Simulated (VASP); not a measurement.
Set up this calculation in VASP 6.6.1, as the native input.

* Task: single point
* Functional: r2SCAN
* Potentials or basis: VASP PAW PBE potentials, release 64 (W_sv, N)
* Cutoff: 520 eV
* k mesh: 4 × 4 × 4
* Occupations: gaussian, width 0.1 eV
* Spin: no spin polarisation
* Dipole correction: no
* Further INCAR settings: ALGO = Normal; EDIFF = 1e-07; NBANDS = 54

The system is W2N3.

```
CELL_PARAMETERS angstrom
2.50168 -4.30584 0.00000
2.50168 4.30584 0.00000
-1.68469 0.00000 5.08048
ATOMIC_POSITIONS crystal
W 0.00638 0.66931 0.00907
W 0.32251 0.32251 0.98429
W 0.66931 0.00638 0.00907
W 0.50816 0.50816 0.52139
N 0.90619 0.90619 0.74986
N 0.25501 0.58802 0.74713
N 0.58802 0.25501 0.74713
N 0.41956 0.73587 0.25056
N 0.09633 0.09633 0.25293
N 0.73587 0.41956 0.25056
```

The input as run:

POSCAR

```
W2N3
1.0
    2.5016804927     -4.3058397411      0.0000000000
    2.5016804927      4.3058397411      0.0000000000
   -1.6846897359      0.0000000000      5.0804825965
W N
4 6
Direct
    0.0063762900      0.6693099000      0.0090724000
    0.3225142000      0.3225142000      0.9842851500
    0.6693099000      0.0063762900      0.0090724000
    0.5081610000      0.5081610000      0.5213912300
    0.9061862100      0.9061862100      0.7498649500
    0.2550140300      0.5880159800      0.7471312300
    0.5880159800      0.2550140300      0.7471312300
    0.4195625400      0.7358704200      0.2505613500
    0.0963264300      0.0963264300      0.2529286900
    0.7358704200      0.4195625400      0.2505613500
```

INCAR.step1

```
PREC = Accurate
ENCUT = 520
ISMEAR = 0
SIGMA = 0.1
LREAL = F
LASPH = T
NELM = 60
NBANDS = 54
GGA = PE
ALGO = Normal
EDIFF = 1E-4
LWAVE = T
LCHARG = F
```

INCAR.step2

```
PREC = Accurate
ENCUT = 520
EDIFF = 1E-7
ISMEAR = 0
SIGMA = 0.1
LREAL = F
LASPH = T
NELM = 60
ALGO = Normal
ISIF = 2
LWAVE = F
LCHARG = F
METAGGA = R2SCAN
LMIXTAU = T
NBANDS = 54
ISTART = 1
```

KPOINTS

```
regular mesh
0
Gamma
  4 4 4
```

Potentials or basis: VASP PAW PBE potentials, release 64 (W_sv, N).

Command:

```console
$ cat potpaw_PBE.64/W_sv/POTCAR potpaw_PBE.64/N/POTCAR > POTCAR
$ cp INCAR.step1 INCAR
$ mpirun -np 1 vasp_std > vasp.out
$ cp INCAR.step2 INCAR
$ mpirun -np 1 vasp_std > vasp.out
```

Results of the run:

```
Pressure               : -0.1 GPa
Largest force          : 0.039 eV/Å
Band gap on the k mesh : zero (band 43 reaches 9.21 eV, above the bottom of band 44 at 8.93 eV)
```

Caveat: the k points lie up to 0.38 Å⁻¹ apart; the PAW data sets were made with another functional, which shifts forces and pressure a little; spin-orbit coupling is left out, which moves the levels of the heavy elements.

Run time: 6.9 min on 1 thread of Intel(R) Xeon(R) Platinum 8375C CPU @ 2.90GHz (Ice Lake), on a shared host, peak memory 0.32 GiB.
